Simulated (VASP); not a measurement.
# P (P6_3/mmc) in VASP: single point with PBE

Aim: the single point of P with PBE.

Everything below comes from runs of VASP 6.6.1. Logs are shortened: lines on timing, memory, paths and dates and some standing lists are left out, and cuts for length are marked.

## (1) The cell of the first run

It takes space group P6_3/mmc (No. 194, hexagonal). Conventional cell: a = 8.122 Å, b = 8.122 Å, c = 4.443 Å, α = 90.00°, β = 90.00°, γ = 120.00°. Within 2.9 Å of P (site symmetry mm2) lie 3 P at 2.16 to 2.25 Å. P (site symmetry -6m2) has 3 P at 2.16 Å within 2.9 Å.

This isn't the form of P at room conditions, which is orthorhombic.

## (2) Single point, PBE

The input, POSCAR:

```
P
1.0
    8.1216408492      0.0000000000      0.0000000000
   -4.0608204246      7.0335472958      0.0000000000
    0.0000000000      0.0000000000      4.4425477581
P
8
Direct
    0.5134547775      0.0269095551      0.2500000000
    0.9730904449      0.4865452225      0.2500000000
    0.5134547775      0.4865452225      0.2500000000
    0.4865452225      0.9730904449      0.7500000000
    0.0269095551      0.5134547775      0.7500000000
    0.4865452225      0.5134547775      0.7500000000
    0.3333333333      0.6666666667      0.7500000000
    0.6666666667      0.3333333333      0.2500000000
```

The input, INCAR.step1:

```
SYSTEM = P
ALGO = Normal
EDIFF = 1E-6
ENCUT = 520
GGA = PE
ISIF = 2
ISMEAR = 0
LASPH = .TRUE.
LCHARG = .TRUE.
LREAL = .FALSE.
LWAVE = .FALSE.
NBANDS = 30
NELM = 100
PREC = Accurate
SIGMA = 0.1
```

The input, KPOINTS.step1:

```
k-points
0
G
  6 6 10
  0 0 0
```

The input, INCAR.step2:

```
SYSTEM = P
ALGO = Normal
EDIFF = 1E-6
ENCUT = 520
GGA = PE
ICHARG = 11
ISIF = 2
ISMEAR = -5
LASPH = .TRUE.
LCHARG = .FALSE.
LORBIT = 11
LREAL = .FALSE.
LWAVE = .FALSE.
NBANDS = 30
NEDOS = 2001
NELM = 100
PREC = Accurate
SIGMA = 0.1
```

The input, KPOINTS.step2:

```
k-points
0
G
  9 9 15
  0 0 0
```

Potentials or basis: VASP PAW PBE potentials, release 64 (P).

Command:

```console
> cat potpaw_PBE.64/P/POTCAR > POTCAR
> cp INCAR.step1 INCAR
> cp KPOINTS.step1 KPOINTS
> mpirun -np 1 vasp_std > vasp.out
> cp INCAR.step2 INCAR
> cp KPOINTS.step2 KPOINTS
> mpirun -np 1 vasp_std > vasp.out
```

OUTCAR:

```text
SYSTEM = P
   EDIFF = 1E-6
   ENCUT = 520
   GGA = PE
   ICHARG = 11
   ISIF = 2
   ISMEAR = -5
   LASPH = .TRUE.
   LORBIT = 11
   LREAL = .FALSE.
   NELM = 100
   PREC = Accurate

 ion  position               nearest neighbor table
   1  0.513  0.027  0.250-   8 2.16   4 2.25   4 2.25
   2  0.973  0.487  0.250-   8 2.16   5 2.25   5 2.25
   3  0.513  0.487  0.250-   8 2.16   6 2.25   6 2.25
   4  0.487  0.973  0.750-   7 2.16   1 2.25   1 2.25
   5  0.027  0.513  0.750-   7 2.16   2 2.25   2 2.25
   6  0.487  0.513  0.750-   7 2.16   3 2.25   3 2.25
   7  0.333  0.667  0.750-   4 2.16   5 2.16   6 2.16
   8  0.667  0.333  0.250-   1 2.16   2 2.16   3 2.16

  LATTYP: Found a hexagonal cell.
 ALAT       =     8.1216408492
 C/A-ratio  =     0.5470012576

  Lattice vectors:

 A1 = (   8.1216408492,   0.0000000000,   0.0000000000)
 A2 = (  -4.0608204246,   7.0335472958,   0.0000000000)
 A3 = (   0.0000000000,   0.0000000000,   4.4425477581)

Analysis of symmetry for initial positions (statically):
=====================================================================
 Subroutine PRICEL returns:
 Original cell was already a primitive cell.

 Routine SETGRP: Setting up the symmetry group for a
 hexagonal supercell.

 Subroutine GETGRP returns: Found 24 space group operations
 (whereof 12 operations were pure point group operations)
 out of a pool of 24 trial point group operations.

The static configuration has the point symmetry D_3d.
 The point group associated with its full space group is D_6h.

Analysis of symmetry for dynamics (positions and initial velocities):
=====================================================================
 Subroutine PRICEL returns:
 Original cell was already a primitive cell.

 Routine SETGRP: Setting up the symmetry group for a
 hexagonal supercell.

 Subroutine GETGRP returns: Found 24 space group operations
 (whereof 12 operations were pure point group operations)
 out of a pool of 24 trial point group operations.

The dynamic configuration has the point symmetry D_3d.
 The point group associated with its full space group is D_6h.

 Subroutine INISYM returns: Found 24 space group operations
 (whereof 12 operations are pure point group operations),
 and found     1 'primitive' translations

----------------------------------------------------------------------------------------

                                     Primitive cell

  volume of cell :     253.7759

  direct lattice vectors                    reciprocal lattice vectors
     8.121640849  0.000000000  0.000000000     0.123127828  0.071087885  0.000000000
    -4.060820425  7.033547296  0.000000000     0.000000000  0.142175770  0.000000000
     0.000000000  0.000000000  4.442547758     0.000000000  0.000000000  0.225096061

  length of vectors
     8.121640849  8.121640849  4.442547758     0.142175770  0.142175770  0.225096061

  position of ions in fractional coordinates (direct lattice)
     0.513454778  0.026909555  0.250000000
     0.973090445  0.486545222  0.250000000
     0.513454778  0.486545222  0.250000000
     0.486545222  0.973090445  0.750000000
     0.026909555  0.513454778  0.750000000
     0.486545222  0.513454778  0.750000000
     0.333333333  0.666666667  0.750000000
     0.666666667  0.333333333  0.250000000

  ion indices of the primitive-cell ions
   primitive index   ion index
                 1           1
                 2           2
                 3           3
                 4           4
                 5           5
                 6           6
                 7           7
                 8           8

----------------------------------------------------------------------------------------

 KPOINTS: k-points

Automatic generation of k-mesh.
 Grid dimensions read from file:
 generate k-points for:    9    9   15

 Generating k-lattice:

  Cartesian coordinates                     Fractional coordinates (reciprocal lattice)
     0.013680870  0.007898654  0.000000000     0.111111111  0.000000000  0.000000000
     0.000000000  0.015797308  0.000000000     0.000000000  0.111111111  0.000000000
     0.000000000  0.000000000  0.015006404     0.000000000  0.000000000  0.066666667

  Length of vectors
     0.015797308  0.015797308  0.015006404

  Shift w.r.t. Gamma in fractional coordinates (k-lattice)
     0.000000000  0.000000000  0.000000000

 TETIRR: Found   1191 inequivalent tetrahedra from     7290

 Subroutine IBZKPT returns following result:
 ===========================================

 Found     96 irreducible k-points:

 Following reciprocal coordinates:
            Coordinates               Weight
  0.000000  0.000000  0.000000      1.000000
  0.111111 -0.000000  0.000000      6.000000
  0.222222  0.000000  0.000000      6.000000
  0.333333  0.000000  0.000000      6.000000
  0.444444  0.000000  0.000000      6.000000
  0.111111  0.111111  0.000000      6.000000
[... 16 lines left out ...]
  0.333333  0.222222  0.066667     24.000000
  0.333333  0.333333  0.066667      4.000000
 [... further k-points ...]
   k-points           NKPTS =     96   k-points in BZ     NKDIM =     96   number of bands    NBANDS=     30
   number of dos      NEDOS =   2001   number of ions     NIONS =      8
   total plane-waves  NPLWV = 129600
   dimension x,y,z NGX =    60 NGY =   60 NGZ =   36
   dimension x,y,z NGXF=   120 NGYF=  120 NGZF=   72
   ions per type =               8
   NGX,Y,Z   is equivalent  to a cutoff of  12.28, 12.28, 13.47 a.u.
   NGXF,Y,Z  is equivalent  to a cutoff of  24.56, 24.56, 26.94 a.u.
 SYSTEM =  P
   PREC   = accura    normal or accurate (medium, high low for compatibility)
   ISTART =      0    job   : 0-new  1-cont  2-samecut
   ICHARG =     11    charge: 1-file 2-atom 10-const
   ISPIN  =      1    spin polarized calculation?
   LNONCOLLINEAR =      F non collinear calculations
   LSORBIT =      F    spin-orbit coupling
   LASPH  =      T    aspherical Exc in radial PAW
   ENCUT  =  520.0 eV  38.22 Ry    6.18 a.u.  15.10 15.10  8.26*2*pi/ulx,y,z
   NELM   =    100;   NELMIN=  2; NELMDL=  0     # of ELM steps
   EDIFF  = 0.1E-05   stopping-criterion for ELM
   LREAL  =      F    real-space projection
   EDIFFG = 0.1E-04   stopping-criterion for IOM
   NSW    =      0    number of steps for IOM
   IBRION =     -1    ionic relax: 0-MD 1-quasi-New 2-CG
   NFREE  =      0    steps in history (QN), initial steepest desc. (CG)
   ISIF   =      2    stress and relaxation
   ISYM   =      2    0-nonsym 1-usesym 2-fastsym
   POTIM  = 0.5000    time-step for ionic-motion
   TEBEG  =    0.0;   TEEND  =   0.0 temperature during run
   PSTRESS=    0.0 pullay stress
   NELECT =      40.0000    total number of electrons
   NUPDOWN=      -1.0000    fix difference up-down
   EMIN   =  10.00;   EMAX   =-10.00  energy-range for DOS
   EFERMI =   0.00;   METHOD = LEGACY
   ISMEAR =    -5;   SIGMA  =   0.10  broadening in eV -4-tet -1-fermi 0-gaus
   EFERMI_NEDOS =   21; number of points for ismear=-14 and -15
   IALGO  =     38    algorithm
   IMIX   =      4    mixing-type and parameters
     AMIX     =   0.40;   BMIX     =  1.00
     AMIX_MAG =   1.60;   BMIX_MAG =  1.00
  volume/ion in A,a.u.               =      31.72       214.07
  Fermi-wavevector in a.u.,A,eV,Ry     =   0.884324  1.671130 10.640149  0.782029
  Thomas-Fermi vector in A             =   2.005209
   LORBIT       =     11    0 simple, 1 ext, 2 COOP (PROOUT), +10 PAW based schemes
   GGA     = PE    functional components
   LHFCALC =     F    Hartree Fock is set to
   AEXX    =    0.0000 exact exchange contribution
   IVDW    =     0    specifies the selected vdW correction
   LEPSILON=     F    determine dielectric tensor
   LRPA    =     F    only Hartree local field effects (RPA)
 non-spin polarized calculation
 Fermi weights with tetrahedron method with Bloechl corrections
  energy-cutoff  :      520.00
  volume of cell :      253.78
 maximum number of plane-waves:      6867

 number of electron      40.0000001 magnetization

 Free energy of the ion-electron system (eV)
  ---------------------------------------------------
  ext. energy  EPLUGINS =         0.00000000
  ---------------------------------------------------
  free energy    TOTEN  =       -39.03529968 eV

  energy without entropy =      -39.03529968  energy(sigma->0) =      -39.03529968

 E-fermi :   1.4605     XC(G=0):  -7.0169

 val. band max:        1.4994450145   @ k =   0.3333   0.3333   0.3333
 cond. band min:       1.4606947140   @ k =   0.3333   0.0000   0.3333
 fundamental gap:     -0.0387503005
 Fermi energy:         1.4604841758

 k-point     1 :       0.0000    0.0000    0.0000
  band No.  band energies     occupation
      1     -12.9273      2.00000
      2     -11.4054      2.00000
      3     -11.4053      2.00000
      4     -10.9682      2.00000
      5      -6.7595      2.00000
      6      -6.6231      2.00000
[... 22 lines left out ...]
     29       5.8013      0.00000
     30       5.8014      0.00000

 k-point     2 :       0.1111   -0.0000    0.0000
  band No.  band energies     occupation
      1     -12.9079      2.00000
      2     -11.5826      2.00000
      3     -11.4055      2.00000
      4     -10.7599      2.00000
      5      -7.2443      2.00000
      6      -6.6207      2.00000
[... 22 lines left out ...]
     29       5.7980      0.00000
     30       5.8648      0.00000

 k-point     3 :       0.2222    0.0000    0.0000
  band No.  band energies     occupation
      1     -12.8510      2.00000
      2     -11.8490      2.00000
      3     -11.4060      2.00000
      4     -10.4027      2.00000
      5      -7.7691      2.00000
      6      -6.6148      2.00000
[... 22 lines left out ...]
     29       6.0483      0.00000
     30       6.0590      0.00000

 k-point     4 :       0.3333    0.0000    0.0000
  band No.  band energies     occupation
      1     -12.7634      2.00000
      2     -12.0872      2.00000
      3     -11.4066      2.00000
      4     -10.0248      2.00000
      5      -8.2510      2.00000
      6      -6.6079      2.00000
[... 22 lines left out ...]
     29       6.2324      0.00000
     30       6.3193      0.00000

 k-point     5 :       0.4444    0.0000    0.0000
  band No.  band energies     occupation
      1     -12.6734      2.00000
      2     -12.2542      2.00000
      3     -11.4070      2.00000
      4      -9.7146      2.00000
      5      -8.6121      2.00000
      6      -6.6035      2.00000
[... 22 lines left out ...]
     29       6.1025      0.00000
     30       6.6023      0.00000
[... 526 lines left out ...]
     29       6.1732      0.00000
     30       6.4375      0.00000

 k-point    22 :       0.2222    0.2222    0.0667
  band No.  band energies     occupation
      1     -12.6864      2.00000
      2     -12.1752      2.00000
      3     -11.3774      2.00000
      4      -9.8360      2.00000
      5      -8.5093      2.00000
      6      -6.7341      2.00000
[... 22 lines left out ...]
     29       6.0882      0.00000
     30       6.5271      0.00000

 k-point    23 :       0.3333    0.2222    0.0667
  band No.  band energies     occupation
      1     -12.5843      2.00000
      2     -12.3314      2.00000
      3     -11.3779      2.00000
      4      -9.5184      2.00000
      5      -8.8610      2.00000
      6      -6.7299      2.00000
[... 22 lines left out ...]
     29       6.1820      0.00000
     30       6.3052      0.00000

 k-point    24 :       0.3333    0.3333    0.0667
  band No.  band energies     occupation
      1     -12.4666      2.00000
      2     -12.4666      2.00000
      3     -11.3782      2.00000
      4      -9.1952      2.00000
      5      -9.1952      2.00000
      6      -6.7276      2.00000
[... 22 lines left out ...]
     29       6.1074      0.00000
     30       6.4044      0.00000

 [... further k-points ...]

------------------------ aborting loop because EDIFF is reached ----------------------------------------

  FORCE on cell =-STRESS in cart. coord.  units (eV):
  Direction    XX          YY          ZZ          XY          YZ          ZX
  --------------------------------------------------------------------------------------
  -------------------------------------------------------------------------------------
  Total       -1.1043710     -1.1043710     -1.6390337     -0.0000000      0.0000000      0.0000000
  in kB       -6.9722873     -6.9722873    -10.3478036     -0.0000000      0.0000000      0.0000000
  external PRESSURE =      -8.0974594 kB  Pullay stress =       0.0000000 kB

 VOLUME and BASIS-vectors are now :
 -----------------------------------------------------------------------------
  energy-cutoff  :      520.00
  volume of cell :      253.78
      direct lattice vectors                 reciprocal lattice vectors
     8.121640849  0.000000000  0.000000000     0.123127828  0.071087885  0.000000000
    -4.060820425  7.033547296  0.000000000     0.000000000  0.142175770  0.000000000
     0.000000000  0.000000000  4.442547758     0.000000000  0.000000000  0.225096061

 POSITION                                       TOTAL-FORCE (eV/Angst)
 -----------------------------------------------------------------------------------
      4.06082      0.18927      1.11064         0.000000      0.206066      0.000000
      5.92732      3.42214      1.11064        -0.178458     -0.103033     -0.000000
      2.19432      3.42214      1.11064         0.178458     -0.103033     -0.000000
      0.00000      6.84428      3.33191         0.000000     -0.206066     -0.000000
     -1.86650      3.61141      3.33191         0.178458      0.103033     -0.000000
      1.86650      3.61141      3.33191        -0.178458      0.103033      0.000000
     -0.00000      4.68903      3.33191         0.000000     -0.000000     -0.000000
      4.06082      2.34452      1.11064         0.000000     -0.000000     -0.000000
 -----------------------------------------------------------------------------------
    total drift:                               -0.000000      0.000000     -0.000000

  FREE ENERGIE OF THE ION-ELECTRON SYSTEM (eV)
  ---------------------------------------------------
  free  energy   TOTEN  =       -39.0352996798 eV

  energy  without entropy=      -39.0352996798  energy(sigma->0) =      -39.03529968

 total charge

# of ion       s       p       d       tot
------------------------------------------
    1        1.097   1.321   0.000   2.418
    2        1.097   1.321   0.000   2.418
    3        1.097   1.321   0.000   2.418
    4        1.097   1.321   0.000   2.418
    5        1.097   1.321   0.000   2.418
    6        1.097   1.321   0.000   2.418
    7        1.000   1.517   0.000   2.517
    8        1.000   1.517   0.000   2.517
--------------------------------------------------
tot          8.584  10.958   0.000  19.542
```

Run time: 8.9 min. Hardware: 1 thread of Intel Xeon Platinum 8375C at 2.90GHz (Ice Lake), shared host; peak memory 0.65 GiB.

What came out:

```
Valence electrons inside the program's atomic spheres : P 2.42, 2.52 (each value once)
```

Caveat: tetrahedron occupations give inexact forces and stress in metals.
